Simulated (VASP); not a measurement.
A run of VASP 6.6.1:

INCAR

```
PREC = Accurate ; ENCUT = 520
EDIFF = 1E-6 ; ISMEAR = 0
SIGMA = 0.1 ; LREAL = F
LASPH = T ; NELM = 100
ALGO = Normal ; ISIF = 2
LWAVE = F ; LCHARG = T
LELF = T ; LVHAR = T
NBANDS = 24
```

The input KPOINTS:

```
regular mesh
0
Gamma
  8 8 8
```

POSCAR

```
LaMg2
1.0
    0.0000000000      4.2829499609      4.2829499609
    4.2829499609      0.0000000000      4.2829499609
    4.2829499609      4.2829499609      0.0000000000
La Mg
2 4
Direct
    0.7500000000      0.7500000000      0.7500000000
    0.5000000000      0.5000000000      0.5000000000
    0.1250000000      0.1250000000      0.1250000000
    0.6250000000      0.1250000000      0.1250000000
    0.1250000000      0.1250000000      0.6250000000
    0.1250000000      0.6250000000      0.1250000000
```

Potentials or basis: VASP PAW LDA potentials, release 64 (La, Mg).

Command:

```console
$ cat potpaw_LDA.64/La/POTCAR potpaw_LDA.64/Mg/POTCAR > POTCAR
$ mpirun -np 1 vasp_std > vasp.out
```

Hardware: 1 thread of AMD EPYC 9R45 96-Core Processor (Zen 5), on a shared host.

**Question.** Estimate the wall time of this run.

**Answer.** It took 94 s on 1 thread of AMD EPYC 9R45 96-Core Processor (Zen 5), with other jobs on the host, peak memory 0.29 GiB. Counts: scf iterations 13, k points 29.
